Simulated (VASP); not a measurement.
# TeBr6 (P4/mnc) in VASP: notebook

TeBr6 is run at these levels: PBE, r2SCAN; tasks: electric field gradients.

All numbers are computed with VASP 6.6.1; they aren't measurements. Logs are shortened: lines on timing, memory, paths and dates and some standing lists are left out, and cuts for length are marked.

### Step 1. The cell of the first run

Symmetry: P4/mnc, No. 128, tetragonal system. Conventional cell: a = 7.428 Å, b = 7.428 Å, c = 11.081 Å, α = 90.00°, β = 90.00°, γ = 90.00°. Within 3.4 Å of Te (site symmetry 4/m) lie 6 Br at 2.57 to 2.58 Å. Br (site symmetry 4) has 1 Te at 2.57 Å within 3.4 Å. Br (site symmetry m) has 1 Te at 2.58 Å within 3.4 Å.

### Step 2. Electric field gradients, PBE

INCAR reads:

```
SYSTEM = TeBr6
PREC = Accurate ; ENCUT = 520
EDIFF = 1E-8 ; ISMEAR = -1
SIGMA = 0.02 ; LREAL = .FALSE.
LASPH = .TRUE. ; NELM = 100
ALGO = Normal ; ISIF = 2
LWAVE = .FALSE. ; LCHARG = .FALSE.
GGA = PE ; LEFG = .TRUE.
NBANDS = 61
```

KPOINTS reads:

```
Automatic mesh
0
G
  4 4 3
  0 0 0
```

POSCAR reads:

```
TeBr6
1.0
    7.4280410000      0.0000000000      0.0000000000
    0.0000000000      7.4280410000      0.0000000000
    0.0000000000      0.0000000000     11.0806000000
Te Br
2 12
Direct
    0.5000000000      0.5000000000      0.5000000000
    0.0000000000      0.0000000000      0.0000000000
    0.5000000000      0.5000000000      0.2683740000
    0.0000000000      0.0000000000      0.7683740000
    0.5000000000      0.5000000000      0.7316260000
    0.0000000000      0.0000000000      0.2316260000
    0.7809720000      0.7052570000      0.5000000000
    0.2190280000      0.2947430000      0.5000000000
    0.7190280000      0.2052570000      0.0000000000
    0.2809720000      0.7947430000      0.0000000000
    0.7052570000      0.2190280000      0.5000000000
    0.2947430000      0.7809720000      0.5000000000
    0.2052570000      0.2809720000      0.0000000000
    0.7947430000      0.7190280000      0.0000000000
```

Potentials or basis: VASP PAW PBE potentials, release 64 (Te, Br).

Command:

```
> cat potpaw_PBE.64/Te/POTCAR potpaw_PBE.64/Br/POTCAR > POTCAR
> mpirun -np 1 vasp_std > vasp.out
```

OUTCAR:

```text
SYSTEM = TeBr6
   PREC = Accurate
   ENCUT = 520
   EDIFF = 1E-8
   ISMEAR = -1
   LREAL = .FALSE.
   LASPH = .TRUE.
   NELM = 100
   ISIF = 2
   GGA = PE

 ion  position               nearest neighbor table
   1  0.500  0.500  0.500-   3 2.57   5 2.57   7 2.58   8 2.58  11 2.58  12 2.58
   2  0.000  0.000  0.000-   4 2.57   6 2.57   9 2.58  10 2.58  13 2.58  14 2.58
   3  0.500  0.500  0.268-   1 2.57
   4  0.000  0.000  0.768-   2 2.57
   5  0.500  0.500  0.732-   1 2.57
   6  0.000  0.000  0.232-   2 2.57
   7  0.781  0.705  0.500-   1 2.58
   8  0.219  0.295  0.500-   1 2.58
   9  0.719  0.205  0.000-   2 2.58
  10  0.281  0.795  0.000-   2 2.58
  11  0.705  0.219  0.500-   1 2.58
  12  0.295  0.781  0.500-   1 2.58
  13  0.205  0.281  0.000-   2 2.58
  14  0.795  0.719  0.000-   2 2.58

  LATTYP: Found a simple tetragonal cell.
 ALAT       =     7.4280410000
 C/A-ratio  =     1.4917257457

  Lattice vectors:

 A1 = (   7.4280410000,   0.0000000000,   0.0000000000)
 A2 = (   0.0000000000,   7.4280410000,   0.0000000000)
 A3 = (   0.0000000000,   0.0000000000,  11.0806000000)

Analysis of symmetry for initial positions (statically):
=====================================================================
 Subroutine PRICEL returns:
 Original cell was already a primitive cell.

 Routine SETGRP: Setting up the symmetry group for a
 simple tetragonal supercell.

 Subroutine GETGRP returns: Found 16 space group operations
 (whereof  8 operations were pure point group operations)
 out of a pool of 16 trial point group operations.

The static configuration has the point symmetry C_4h.
 The point group associated with its full space group is D_4h.

Analysis of symmetry for dynamics (positions and initial velocities):
=====================================================================
 Subroutine PRICEL returns:
 Original cell was already a primitive cell.

 Routine SETGRP: Setting up the symmetry group for a
 simple tetragonal supercell.

 Subroutine GETGRP returns: Found 16 space group operations
 (whereof  8 operations were pure point group operations)
 out of a pool of 16 trial point group operations.

The dynamic configuration has the point symmetry C_4h.
 The point group associated with its full space group is D_4h.

 Subroutine INISYM returns: Found 16 space group operations
 (whereof  8 operations are pure point group operations),
 and found     1 'primitive' translations

----------------------------------------------------------------------------------------

                                     Primitive cell

  volume of cell :     611.3809

  direct lattice vectors                    reciprocal lattice vectors
     7.428041000  0.000000000  0.000000000     0.134624997  0.000000000  0.000000000
     0.000000000  7.428041000  0.000000000     0.000000000  0.134624997  0.000000000
     0.000000000  0.000000000 11.080600000     0.000000000  0.000000000  0.090247821

  length of vectors
     7.428041000  7.428041000 11.080600000     0.134624997  0.134624997  0.090247821

  position of ions in fractional coordinates (direct lattice)
     0.500000000  0.500000000  0.500000000
     0.000000000  0.000000000  0.000000000
     0.500000000  0.500000000  0.268374000
     0.000000000  0.000000000  0.768374000
     0.500000000  0.500000000  0.731626000
     0.000000000  0.000000000  0.231626000
     0.780972000  0.705257000  0.500000000
     0.219028000  0.294743000  0.500000000
     0.719028000  0.205257000  0.000000000
     0.280972000  0.794743000  0.000000000
     0.705257000  0.219028000  0.500000000
     0.294743000  0.780972000  0.500000000
     0.205257000  0.280972000  0.000000000
     0.794743000  0.719028000  0.000000000

  ion indices of the primitive-cell ions
   primitive index   ion index
                 1           1
                 2           2
                 3           3
                 4           4
                 5           5
                 6           6
                 7           7
                 8           8
                 9           9
                10          10
                11          11
                12          12
                13          13
                14          14

----------------------------------------------------------------------------------------

[... 61 lines left out ...]
   NFREE  =      0    steps in history (QN), initial steepest desc. (CG)
   ISIF   =      2    stress and relaxation
   ISYM   =      2    0-nonsym 1-usesym 2-fastsym
   POTIM  = 0.5000    time-step for ionic-motion
   TEBEG  =    0.0;   TEEND  =   0.0 temperature during run
   PSTRESS=    0.0 pullay stress
   NELECT =      96.0000    total number of electrons
   NUPDOWN=      -1.0000    fix difference up-down
   EMIN   =  10.00;   EMAX   =-10.00  energy-range for DOS
   EFERMI =   0.00;   METHOD = LEGACY
   ISMEAR =    -1;   SIGMA  =   0.02  broadening in eV -4-tet -1-fermi 0-gaus
   EFERMI_NEDOS =   21; number of points for ismear=-14 and -15
   IALGO  =     38    algorithm
   IMIX   =      4    mixing-type and parameters
     AMIX     =   0.40;   BMIX     =  1.00
     AMIX_MAG =   1.60;   BMIX_MAG =  1.00
  volume/ion in A,a.u.               =      43.67       294.70
  Fermi-wavevector in a.u.,A,eV,Ry     =   0.883205  1.669015 10.613228  0.780050
  Thomas-Fermi vector in A             =   2.003939
   LORBIT       =      0    0 simple, 1 ext, 2 COOP (PROOUT), +10 PAW based schemes
   GGA     = PE    functional components
   LHFCALC =     F    Hartree Fock is set to
   AEXX    =    0.0000 exact exchange contribution
   IVDW    =     0    specifies the selected vdW correction
   LEPSILON=     F    determine dielectric tensor
   LRPA    =     F    only Hartree local field effects (RPA)
 non-spin polarized calculation
  energy-cutoff  :      520.00
  volume of cell :      611.38
 maximum number of plane-waves:     16552
 NGX is ok and might be reduce to    56
   NGX = 27   NGY = 27   NGZ = 41

 number of electron      95.9999983 magnetization

 Free energy of the ion-electron system (eV)
  ---------------------------------------------------
  ext. energy  EPLUGINS =         0.00000000
  ---------------------------------------------------
  free energy    TOTEN  =       -27.31259686 eV

  energy without entropy =      -27.30337294  energy(sigma->0) =      -27.30798490

 E-fermi :  -1.5355     XC(G=0):  -6.7360

 val. band max:       -1.5374587688   @ k =   0.0000   0.0000   0.0000
 cond. band min:      -1.5307233729   @ k =   0.2500   0.0000   0.0000
 fundamental gap:      0.0067353959
 Fermi energy:        -1.5355042377

 k-point     1 :       0.0000    0.0000    0.0000
  band No.  band energies     occupation
      1     -16.8177      2.00000
      2     -16.7752      2.00000
      3     -15.2574      2.00000
      4     -15.2574      2.00000
      5     -15.2534      2.00000
      6     -15.2534      2.00000
[... 745 lines left out ...]
     59       6.1563      0.00000
     60       6.1623      0.00000
 [bands above 60 left out]

------------------------ aborting loop because EDIFF is reached ----------------------------------------

  FORCE on cell =-STRESS in cart. coord.  units (eV):
  Direction    XX          YY          ZZ          XY          YZ          ZX
  --------------------------------------------------------------------------------------
  -------------------------------------------------------------------------------------
  Total        0.3753360      0.3753360      1.6029211      0.0000000     -0.0000000     -0.0000000
  in kB        0.9836009      0.9836009      4.2005955      0.0000000     -0.0000000     -0.0000000
  external PRESSURE =       2.0559324 kB  Pullay stress =       0.0000000 kB

 VOLUME and BASIS-vectors are now :
 -----------------------------------------------------------------------------
  energy-cutoff  :      520.00
  volume of cell :      611.38
      direct lattice vectors                 reciprocal lattice vectors
     7.428041000  0.000000000  0.000000000     0.134624997  0.000000000  0.000000000
     0.000000000  7.428041000  0.000000000     0.000000000  0.134624997  0.000000000
     0.000000000  0.000000000 11.080600000     0.000000000  0.000000000  0.090247821

 POSITION                                       TOTAL-FORCE (eV/Angst)
 -----------------------------------------------------------------------------------
      3.71402      3.71402      5.54030         0.000000     -0.000000     -0.000000
      0.00000      0.00000      0.00000         0.000000     -0.000000     -0.000000
      3.71402      3.71402      2.97374         0.000000     -0.000000     -0.098435
      0.00000      0.00000      8.51404         0.000000     -0.000000     -0.098435
      3.71402      3.71402      8.10686         0.000000     -0.000000      0.098435
      0.00000      0.00000      2.56656         0.000000     -0.000000      0.098435
      5.80109      5.23868      5.54030         0.102039      0.032778     -0.000000
      1.62695      2.18936      5.54030        -0.102039     -0.032778     -0.000000
      5.34097      1.52466      0.00000        -0.102039      0.032778     -0.000000
      2.08707      5.90338      0.00000         0.102039     -0.032778     -0.000000
      5.23868      1.62695      5.54030         0.032778     -0.102039     -0.000000
      2.18936      5.80109      5.54030        -0.032778      0.102039     -0.000000
      1.52466      2.08707      0.00000         0.032778      0.102039     -0.000000
      5.90338      5.34097      0.00000        -0.032778     -0.102039     -0.000000
 -----------------------------------------------------------------------------------
    total drift:                               -0.000000     -0.000000     -0.000000

  FREE ENERGIE OF THE ION-ELECTRON SYSTEM (eV)
  ---------------------------------------------------
  free  energy   TOTEN  =       -27.3125968570 eV

  energy  without entropy=      -27.3033729395  energy(sigma->0) =      -27.30798490

 Electric field gradients (V/A^2)
---------------------------------------------------------------------
 ion       V_xx      V_yy      V_zz      V_xy      V_xz      V_yz
---------------------------------------------------------------------
   1       6.574     6.574   -13.148    -0.000     0.000     0.000
   2       6.574     6.574   -13.148     0.000     0.000     0.000
   3    -348.950  -348.950   697.899    -0.000    -0.000     0.000
   4    -348.950  -348.950   697.899     0.000    -0.000    -0.000
   5    -348.950  -348.950   697.899    -0.000     0.000    -0.000
   6    -348.950  -348.950   697.899     0.000     0.000    -0.000
   7     352.344     6.949  -359.292   454.782     0.000    -0.000
   8     352.344     6.949  -359.292   454.782    -0.000    -0.000
   9     352.344     6.949  -359.292  -454.782    -0.000     0.000
  10     352.344     6.949  -359.292  -454.782     0.000     0.000
  11       6.949   352.344  -359.292  -454.782     0.000     0.000
  12       6.949   352.344  -359.292  -454.782     0.000     0.000
  13       6.949   352.344  -359.292   454.782    -0.000    -0.000
  14       6.949   352.344  -359.292   454.782     0.000     0.000
---------------------------------------------------------------------

 Electric field gradients after diagonalization (V/A^2)
 (convention: |V_zz| > |V_xx| > |V_yy|)
----------------------------------------------------------------------
 ion       V_xx      V_yy      V_zz     asymmetry (V_yy - V_xx)/ V_zz
----------------------------------------------------------------------
   1       6.574     6.574   -13.148       0.000
   2       6.574     6.574   -13.148       0.000
   3    -348.950  -348.950   697.899       0.000
   4    -348.950  -348.950   697.899       0.000
   5    -348.950  -348.950   697.899       0.000
   6    -348.950  -348.950   697.899       0.000
   7    -359.292  -306.822   666.115       0.079
   8    -359.292  -306.822   666.115       0.079
   9    -359.292  -306.822   666.115       0.079
  10    -359.292  -306.822   666.115       0.079
  11    -359.292  -306.822   666.115       0.079
  12    -359.292  -306.822   666.115       0.079
  13    -359.292  -306.822   666.115       0.079
  14    -359.292  -306.822   666.115       0.079
----------------------------------------------------------------------

           NMR quadrupolar parameters

 Cq : quadrupolar parameter    Cq=e*Q*V_zz/h
 eta: asymmetry parameters     (V_yy - V_xx)/ V_zz
 Q  : nuclear electric quadrupole moment in mb (millibarn)
----------------------------------------------------------------------
 ion       Cq(MHz)       eta       Q (mb)
----------------------------------------------------------------------
   1      -0.032       0.000       1.000
   2      -0.032       0.000       1.000
   3       1.688       0.000       1.000
   4       1.688       0.000       1.000
   5       1.688       0.000       1.000
   6       1.688       0.000       1.000
   7       1.611       0.079       1.000
   8       1.611       0.079       1.000
   9       1.611       0.079       1.000
  10       1.611       0.079       1.000
  11       1.611       0.079       1.000
  12       1.611       0.079       1.000
  13       1.611       0.079       1.000
  14       1.611       0.079       1.000
----------------------------------------------------------------------
```

Run time: 13 min. Hardware: 1 thread of AMD EPYC 7R43 (Zen 3), shared host; peak memory 0.69 GiB.

Results:

```
Free energy   : -27.3126 eV
Pressure      : 0.2 GPa
Largest force : 0.107 eV/Å
```

Forces in eV/Å, atoms in the order of the input:
```
Te   0.000  0.000  0.000
Te   0.000  0.000  0.000
Br   0.000  0.000 -0.098
Br   0.000  0.000 -0.098
Br   0.000  0.000  0.098
Br   0.000  0.000  0.098
Br   0.102  0.033  0.000
Br  -0.102 -0.033  0.000
Br  -0.102  0.033  0.000
Br   0.102 -0.033  0.000
Br   0.033 -0.102  0.000
Br  -0.033  0.102  0.000
Br   0.033  0.102  0.000
Br  -0.033 -0.102  0.000
```

Stress tensor (GPa, compression positive):
```
0.10 0.00 0.00
0.00 0.10 0.00
0.00 0.00 0.42
```

Levels at points of the mesh, in eV from the Fermi level:
| k point | band 45 | band 46 | band 47 | band 48 | band 49 | band 50 | band 51 | band 52 |
| --- | --- | --- | --- | --- | --- | --- | --- | --- |
| (0.00, 0.00, 0.00) | -0.60 | -0.16 | -0.01 | -0.01 | 0.00 | 0.40 | 3.16 | 3.16 |
| (0.50, 0.00, 0.00) | -0.31 | -0.31 | -0.20 | -0.20 | 0.24 | 0.24 | 3.02 | 3.02 |
| (0.50, 0.50, 0.00) | -0.60 | -0.60 | -0.03 | -0.03 | 0.44 | 0.44 | 3.50 | 3.50 |

Electric field gradients, principal values (V/Å²):
```
 atom     least    middle  greatest (by size)
 1 Te     6.574     6.574             -13.148
 2 Te     6.574     6.574             -13.148
 3 Br  -348.950  -348.950             697.899
 4 Br  -348.950  -348.950             697.899
 5 Br  -348.950  -348.950             697.899
 6 Br  -348.950  -348.950             697.899
 7 Br  -306.822  -359.292             666.115
 8 Br  -306.822  -359.292             666.115
 9 Br  -306.822  -359.292             666.115
10 Br  -306.822  -359.292             666.115
11 Br  -306.822  -359.292             666.115
12 Br  -306.822  -359.292             666.115
13 Br  -306.822  -359.292             666.115
14 Br  -306.822  -359.292             666.115
```

Caveat: without QUAD_EFG the Cq values of the log hold for a quadrupole moment of 1 mb, not for the nuclei; spin-orbit coupling is left out, which moves the levels of the heavy elements.

(Part 1 of 3 ends here.)
